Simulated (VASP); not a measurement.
Set up this calculation in VASP 6.6.1, as the native input.

```
Task                   : electric field gradients
Functional             : LDA
Potentials or basis    : VASP PAW LDA potentials, release 64 (Sr_sv)
Cutoff                 : 520 eV
k mesh                 : 10 × 10 × 5
Occupations            : fermi-dirac, width 0.08 eV
Spin                   : no spin polarisation
Dipole correction      : no
Further INCAR settings : ALGO = Normal; EDIFF = 1e-08; NBANDS = 17
```

The structure of Sr lies in POSCAR:

```
Sr
1.0
    4.3945314897      0.0000000000      0.0000000000
   -2.1972657449      3.8057759077      0.0000000000
    0.0000000000      0.0000000000      7.1882703981
Sr
2
Direct
    0.3333333333      0.6666666667      0.2500000000
    0.6666666667      0.3333333333      0.7500000000
```

This cell differs from its parent crystal: volume scaled by 1.06.

These files were run (other wordings do the same):

INCAR

```
SYSTEM = Sr
PREC = Accurate
ENCUT = 520
EDIFF = 1E-8
ISMEAR = -1
SIGMA = 0.08
LREAL = .FALSE.
LASPH = .TRUE.
NELM = 80
ALGO = Normal
ISIF = 2
LWAVE = .FALSE.
LCHARG = .FALSE.
LEFG = .TRUE.
NBANDS = 17
```

KPOINTS

```
regular mesh
0
G
  10 10 5
  0 0 0
```

Potentials or basis: VASP PAW LDA potentials, release 64 (Sr_sv).

Run with:

```bash
$ cat potpaw_LDA.64/Sr_sv/POTCAR > POTCAR
$ mpirun -np 1 vasp_std > vasp.out
```

It gave:

- Pressure: -2.0 GPa
- Band gap on the k mesh: zero (band 10 reaches 1.25 eV, above the bottom of band 11 at 1.14 eV)

Caveat: without QUAD_EFG the Cq values of the log hold for a quadrupole moment of 1 mb, not for the nuclei.

Run time: 43 s on 1 thread of AMD EPYC 9R45 96-Core Processor (Zen 5) (shared host), peak memory 0.21 GiB.
